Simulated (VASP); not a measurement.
Crystal: AlN.

```
Al N
1.0
     3.06730    0.00000    0.00000
    -1.53365    2.65636    0.00000
     0.00000    0.00000    4.81630
Al N
2 2
Direct
  0.33333 0.66667 0.00173
  0.66667 0.33333 0.50173
  0.33333 0.66667 0.38327
  0.66667 0.33333 0.88327
```

| Quantity | Value |
| --- | --- |
| Program | VASP 6.6.1 |
| Task | relaxation of the atoms |
| Functional | PBE |
| Potentials or basis | VASP PAW PBE potentials, release 64 (Al, N) |
| Cutoff | 520 eV |
| k mesh | 9 × 9 × 6 |
| Occupations | gaussian, width 0.05 eV |
| Spin | no spin polarisation |

At the start: pressure 18.2 GPa; volume 9.81 Å³/atom.

Question: Where does the relaxation end?

Answer: Over 3 steps the energy falls by 2.4 meV/atom; space group P6_3mc (No. 186, to 0.1 Å) before and after.

Step by step:
```
step  energy change (eV)  largest force (eV/Å)  pressure (GPa)
   1              0.0000                0.3919           18.20
   2             -0.0072                0.1819           17.81
   3             -0.0095                0.0008           17.90
```

Final structure:
```
Al N
1.0
     3.06730    0.00000    0.00000
    -1.53365    2.65636    0.00000
     0.00000    0.00000    4.81630
Al N
2 2
Direct
  0.33333 0.66667 0.99914
  0.66667 0.33333 0.49914
  0.33333 0.66667 0.38586
  0.66667 0.33333 0.88586
```
